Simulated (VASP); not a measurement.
Crystal: GaP.

```
Ga P
1.0
     0.00000    2.76111    2.76111
     2.76111    0.00000    2.76111
     2.76111    2.76111    0.00000
Ga P
1 1
Direct
  0.00000 0.00000 0.00000
  0.75000 0.75000 0.75000
```

Base run:

| Quantity | Value |
| --- | --- |
| Program | VASP 6.6.1 |
| Functional | b88 exchange, pbe correlation |
| Potentials or basis | VASP PAW PBE potentials, release 64 (Ga_d, P) |
| Cutoff | 500 eV |
| k mesh | 8 × 8 × 8 |
| Occupations | fermi-dirac, width 0.05 eV |
| Spin | no spin polarisation |

Its results: band gap on the k mesh 1.49 eV; pressure -0.9 GPa.

Question: After a change of settings the same cell gave: band gap on the k mesh 7.91 eV (least direct gap 9.00 eV); pressure 1.0 GPa. Which change was it?
A. functional from b88 exchange, pbe correlation to HF; cutoff from 500 eV to 520 eV; k mesh from 8 × 8 × 8 to 4 × 4 × 4
B. functional from b88 exchange, pbe correlation to BLYP; cutoff from 500 eV to 520 eV; dispersion from none to D3(BJ)
C. functional from b88 exchange, pbe correlation to r2SCANh; cutoff from 500 eV to 520 eV; k mesh from 8 × 8 × 8 to 4 × 4 × 4
D. functional from b88 exchange, pbe correlation to revPBE; cutoff from 500 eV to 520 eV

Answer: A.

Caveats: some runs use coarse meshes; the PAW data sets were made with another functional, which shifts forces and pressure a little.
